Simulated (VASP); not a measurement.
The system is MgO.

```
CELL_PARAMETERS angstrom
0.00000 2.12450 2.12450
2.12450 0.00000 2.12450
2.12450 2.12450 0.00000
ATOMIC_POSITIONS crystal
Mg 0.00000 0.00000 0.00000
O 0.50000 0.50000 0.50000
```

```yaml
Program: VASP 6.6.1
Task: relaxation of cell and atoms
Functional: PBEsol
Potentials_or_basis: VASP PAW PBE potentials, release 64 (Mg, O)
Cutoff: 600 eV
k_mesh: 8 × 8 × 8
Occupations: gaussian, width 0.02 eV
Spin: no spin polarisation
```

At the start: pressure -4.4 GPa; volume 9.59 Å³/atom.

Where does the relaxation end?

Over 3 steps the energy falls by 3.9 meV/atom and the volume is 9.31 Å³/atom (-2.9 %); space group Fm-3m (No. 225, to 0.1 Å) before and after.

The path:
```
step  energy change (eV)  largest force (eV/Å)  pressure (GPa)  volume (Å³)
   1              0.0000                0.0000           -4.43        19.18
   2             -0.0071                0.0000            1.52        18.45
   3             -0.0079                0.0000            0.01        18.62
```

Final structure:
```xyz
2
Lattice="0.0000 2.1038 2.1038 2.1038 0.0000 2.1038 2.1038 2.1038 0.0000" Properties=species:S:1:pos:R:3 pbc="T T T"
Mg    0.0000    0.0000    0.0000
O     2.1038    2.1038    2.1038
```

Caveat: the PAW data sets were made with another functional, which shifts forces and pressure a little.
